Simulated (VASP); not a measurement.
# C in VASP: a series of runs, part 2 of 2

VASP 6.6.1. The steps go on from the part before.

## (3) Single point, PBEsol (volume scaled by 1.02)

Contents of INCAR:

```
ALGO     = Normal         # electronic algorithm
EDIFF    = 1E-7           # SCF threshold, eV
ENCUT    = 520            # plane-wave cutoff, eV
GGA      = PS             # functional
ISIF     = 2              # what is computed and relaxed
ISMEAR   = -1             # smearing method
LASPH    = T              # aspherical terms in the spheres
LCHARG   = T              # write CHGCAR
LELF     = T              # ELF
LREAL    = F              # projectors in reciprocal space
LVHAR    = T            
LWAVE    = F              # write WAVECAR
NBANDS   = 16             # bands
NELM     = 80             # most SCF steps
PREC     = Accurate       # precision mode
SIGMA    = 0.05           # smearing width, eV
```

Contents of KPOINTS:

```
k-points
0
Gamma
  12 12 2
```

Contents of POSCAR:

```
C
1.0
    2.4724943874      0.0000000000      0.0000000000
   -1.2362471937      2.1412429502      0.0000000000
    0.0000000000      0.0000000000     24.2937923774
C
4
Direct
    0.6666666667      0.3333333333      0.5704754400
    0.3333333333      0.6666666667      0.4295245600
    0.0000000000      0.0000000000      0.4295312300
    0.0000000000      0.0000000000      0.5704687700
```

Potentials or basis: VASP PAW PBE potentials, release 64 (C).

On the command line:

```sh
$ cat potpaw_PBE.64/C/POTCAR > POTCAR
$ mpirun -np 1 vasp_std > vasp.out
```

It took 1.7 min on 1 thread of Intel Xeon Platinum 8488C (Sapphire Rapids), shared host; peak memory 0.25 GiB.

Results (log left out):

| Item | Value |
| --- | --- |
| Free energy | -38.5607 eV |
| Largest force | 0.019 eV/Å |
| Band gap on the k mesh | zero (filled and empty bands touch) |

Forces in eV/Å, atoms in the order of the input:
```
C    0.000  0.000  0.019
C    0.000  0.000 -0.019
C    0.000  0.000 -0.002
C    0.000  0.000  0.002
```

Levels at points of the mesh, in eV from the Fermi level:
| k point | band 6 | band 7 | band 8 | band 9 | band 10 | band 11 |
| --- | --- | --- | --- | --- | --- | --- |
| (0.00, 0.00, 0.00) | -3.00 | -2.99 | -2.99 | 3.53 | 3.96 | 4.48 |
| (0.50, 0.00, 0.00) | -6.35 | -2.52 | -2.19 | 1.51 | 1.84 | 7.19 |
| (0.00, 0.00, 0.50) | -3.00 | -2.99 | -2.99 | 3.53 | 3.94 | 4.56 |
| (0.50, 0.00, 0.50) | -6.35 | -2.52 | -2.19 | 1.51 | 1.84 | 7.19 |

Caveat: the PAW data sets were made with another functional, which shifts forces and pressure a little.

## (4) Single point, LDA (volume scaled by 1.04)

Contents of INCAR:

```
SYSTEM = C
PREC     = Accurate       ! precision mode
ENCUT    = 520            ! plane-wave cutoff, eV
EDIFF    = 1E-6           ! SCF threshold, eV
ISMEAR   = -1             ! smearing method
SIGMA    = 0.05           ! smearing width, eV
LREAL    = .FALSE.        ! projectors in reciprocal space
LASPH    = .TRUE.         ! aspherical terms in the spheres
NELM     = 80             ! most SCF steps
ALGO     = Normal         ! electronic algorithm
ISIF     = 2              ! what is computed and relaxed
LWAVE    = .FALSE.        ! write WAVECAR
LCHARG   = .FALSE.        ! write CHGCAR
GGA      = CA             ! functional
NBANDS   = 16             ! bands
```

Contents of KPOINTS:

```
Automatic mesh
0
G
  12 12 2
  0 0 0
```

Contents of POSCAR:

```
C
1.0
    2.4885499956      0.0000000000      0.0000000000
   -1.2442749978      2.1551475148      0.0000000000
    0.0000000000      0.0000000000     24.4515486963
C
4
Direct
    0.6666666667      0.3333333333      0.5704754400
    0.3333333333      0.6666666667      0.4295245600
    0.0000000000      0.0000000000      0.4295312300
    0.0000000000      0.0000000000      0.5704687700
```

Potentials or basis: VASP PAW LDA potentials, release 64 (C).

On the command line:

```sh
$ cat potpaw_LDA.64/C/POTCAR > POTCAR
$ mpirun -np 1 vasp_std > vasp.out
```

OUTCAR:

```text
SYSTEM = C
   PREC = Accurate
   ENCUT = 520
   EDIFF = 1E-6
   ISMEAR = -1
   LREAL = .FALSE.
   LASPH = .TRUE.
   NELM = 80
   ISIF = 2
   GGA = CA

 ion  position               nearest neighbor table
   1  0.667  0.333  0.570-   4 1.44   4 1.44   4 1.44
   2  0.333  0.667  0.430-   3 1.44   3 1.44   3 1.44
   3  0.000  0.000  0.430-   2 1.44   2 1.44   2 1.44
   4  0.000  0.000  0.570-   1 1.44   1 1.44   1 1.44

  LATTYP: Found a hexagonal cell.
 ALAT       =     2.4885499956
 C/A-ratio  =     9.8256208393
[... 645 lines left out ...]
     15       6.1824      0.00000
     16       6.5178      0.00000

 [... further k-points ...]
[... 5 lines left out ...]
  --------------------------------------------------------------------------------------
  -------------------------------------------------------------------------------------
  Total       -4.4892107     -4.4892107     -0.1371264      0.0000000      0.0000000     -0.0000000
  in kB      -54.8467413    -54.8467413     -1.6753358      0.0000000      0.0000000     -0.0000000
  external PRESSURE =     -37.1229395 kB  Pullay stress =       0.0000000 kB

 VOLUME and BASIS-vectors are now :
 -----------------------------------------------------------------------------
  energy-cutoff  :      520.00
  volume of cell :      131.14
      direct lattice vectors                 reciprocal lattice vectors
     2.488549996  0.000000000  0.000000000     0.401840430  0.232002680  0.000000000
    -1.244274998  2.155147515  0.000000000     0.000000000  0.464005361  0.000000000
     0.000000000  0.000000000 24.451548696     0.000000000  0.000000000  0.040897205

 POSITION                                       TOTAL-FORCE (eV/Angst)
 -----------------------------------------------------------------------------------
      1.24427      0.71838     13.94901         0.000000      0.000000     -0.006722
     -0.00000      1.43677     10.50254         0.000000      0.000000      0.006722
      0.00000      0.00000     10.50270         0.000000      0.000000      0.025668
      0.00000      0.00000     13.94884        -0.000000      0.000000     -0.025668
 -----------------------------------------------------------------------------------
    total drift:                               -0.000000      0.000000      0.000000

  FREE ENERGIE OF THE ION-ELECTRON SYSTEM (eV)
  ---------------------------------------------------
  free  energy   TOTEN  =       -40.3184882253 eV

  energy  without entropy=      -40.3165162175  energy(sigma->0) =      -40.31750222
```

stdout:

```text
POSCAR found type information on POSCAR C
 POSCAR found :  1 types and       4 ions
 scaLAPACK will be used
 LDA part: xc-table for (Slater(with rela. corr.)+CA(PZ))
 , standard interpolation
 POSCAR, INCAR and KPOINTS ok, starting setup
 FFT: planning ... GRIDC
 FFT: planning ... GRID_SOFT
 FFT: planning ... GRID
 WAVECAR not read
 entering main loop
```

It took 94 s on 1 thread of Intel Xeon Platinum 8488C (Sapphire Rapids), shared host; peak memory 0.22 GiB.

Results:

| Quantity | Value |
| --- | --- |
| Free energy | -40.3185 eV |
| Largest force | 0.026 eV/Å |
| Band gap on the k mesh | zero (filled and empty bands touch) |

Forces on the atoms (eV/Å):
```
C    0.000  0.000 -0.007
C    0.000  0.000  0.007
C    0.000  0.000  0.026
C    0.000  0.000 -0.026
```

## (5) Single point, LDA (volume scaled by 1.06)

Contents of INCAR:

```
ALGO = Normal ; EDIFF = 1E-6
ENCUT = 520 ; GGA = CA
ISIF = 2 ; ISMEAR = -1
LASPH = T ; LCHARG = F
LREAL = F ; LWAVE = F
NBANDS = 16 ; NELM = 100
PREC = Accurate ; SIGMA = 0.05
```

Contents of KPOINTS:

```
k-points
0
Gamma
  12 12 2
```

Contents of POSCAR:

```
C
1.0
    2.5044010599      0.0000000000      0.0000000000
   -1.2522005300      2.1688749392      0.0000000000
    0.0000000000      0.0000000000     24.6072952438
C
4
Direct
    0.6666666667      0.3333333333      0.5704754400
    0.3333333333      0.6666666667      0.4295245600
    0.0000000000      0.0000000000      0.4295312300
    0.0000000000      0.0000000000      0.5704687700
```

Potentials or basis: VASP PAW LDA potentials, release 64 (C).

On the command line:

```sh
$ cat potpaw_LDA.64/C/POTCAR > POTCAR
$ mpirun -np 1 vasp_std > vasp.out
```

OUTCAR:

```text
EDIFF = 1E-6
   ENCUT = 520
   GGA = CA
   ISIF = 2
   ISMEAR = -1
   LASPH = T
   LREAL = F
   NELM = 100
   PREC = Accurate

 ion  position               nearest neighbor table
   1  0.667  0.333  0.570-   4 1.45   4 1.45   4 1.45
   2  0.333  0.667  0.430-   3 1.45   3 1.45   3 1.45
   3  0.000  0.000  0.430-   2 1.45   2 1.45   2 1.45
   4  0.000  0.000  0.570-   1 1.45   1 1.45   1 1.45

  LATTYP: Found a hexagonal cell.
[... 637 lines left out ...]
      5      -7.9076      2.00000
      6      -7.8867      2.00000
[... 8 lines left out ...]
     15       6.0902      0.00000
     16       6.4170      0.00000

 [... further k-points ...]
[... 5 lines left out ...]
  --------------------------------------------------------------------------------------
  -------------------------------------------------------------------------------------
  Total       -6.1077934     -6.1077934     -0.1466397      0.0000000      0.0000000     -0.0000000
  in kB      -73.2137498    -73.2137498     -1.7577607      0.0000000      0.0000000     -0.0000000
  external PRESSURE =     -49.3950868 kB  Pullay stress =       0.0000000 kB

 VOLUME and BASIS-vectors are now :
 -----------------------------------------------------------------------------
  energy-cutoff  :      520.00
  volume of cell :      133.66
      direct lattice vectors                 reciprocal lattice vectors
     2.504401060  0.000000000  0.000000000     0.399297068  0.230534270  0.000000000
    -1.252200530  2.168874939  0.000000000     0.000000000  0.461068539  0.000000000
     0.000000000  0.000000000 24.607295244     0.000000000  0.000000000  0.040638355

 POSITION                                       TOTAL-FORCE (eV/Angst)
 -----------------------------------------------------------------------------------
      1.25220      0.72296     14.03786         0.000000     -0.000000     -0.008363
     -0.00000      1.44592     10.56944        -0.000000      0.000000      0.008363
      0.00000      0.00000     10.56960        -0.000000      0.000000      0.026681
      0.00000      0.00000     14.03769         0.000000      0.000000     -0.026681
 -----------------------------------------------------------------------------------
    total drift:                               -0.000000      0.000000      0.000000

  FREE ENERGIE OF THE ION-ELECTRON SYSTEM (eV)
  ---------------------------------------------------
  free  energy   TOTEN  =       -40.2509397731 eV

  energy  without entropy=      -40.2489603141  energy(sigma->0) =      -40.24995004
```

It took 89 s on 1 thread of Intel Xeon Platinum 8488C (Sapphire Rapids), shared host; peak memory 0.23 GiB.

Results:

- Free energy: -40.2509 eV
- Largest force: 0.027 eV/Å
- Band gap on the k mesh: zero (filled and empty bands touch)

Forces in eV/Å, atoms in the order of the input:
```
C    0.000  0.000 -0.008
C    0.000  0.000  0.008
C    0.000  0.000  0.027
C    0.000  0.000 -0.027
```

## (6) Summary

```csv
level,potentials or basis,cell,gap on the mesh (eV),largest force (eV/Å)
LDA,"VASP PAW LDA potentials, release 64 (C)","a = 2.472, b = 2.472, c = 24.294 Å, angles 90.0, 90.0, 120.0°, 4 atoms",none,0.02
PBEsol,"VASP PAW PBE potentials, release 64 (C)","a = 2.472, b = 2.472, c = 24.294 Å, angles 90.0, 90.0, 120.0°, 4 atoms",none,0.02
LDA,"VASP PAW LDA potentials, release 64 (C)","a = 2.489, b = 2.489, c = 24.452 Å, angles 90.0, 90.0, 120.0°, 4 atoms",none,0.03
LDA,"VASP PAW LDA potentials, release 64 (C)","a = 2.504, b = 2.504, c = 24.607 Å, angles 90.0, 90.0, 120.0°, 4 atoms",none,0.03
```

Alike in all rows: task single point; no spin polarisation; k mesh 12 × 12 × 2; cutoff (eV) 520; smearing fermi-dirac 0.05 eV.

Caveats: the PAW data sets were made with another functional, which shifts forces and pressure a little (some runs).

Total energies depend on the potentials used, so only differences within one code and one set of settings carry meaning.
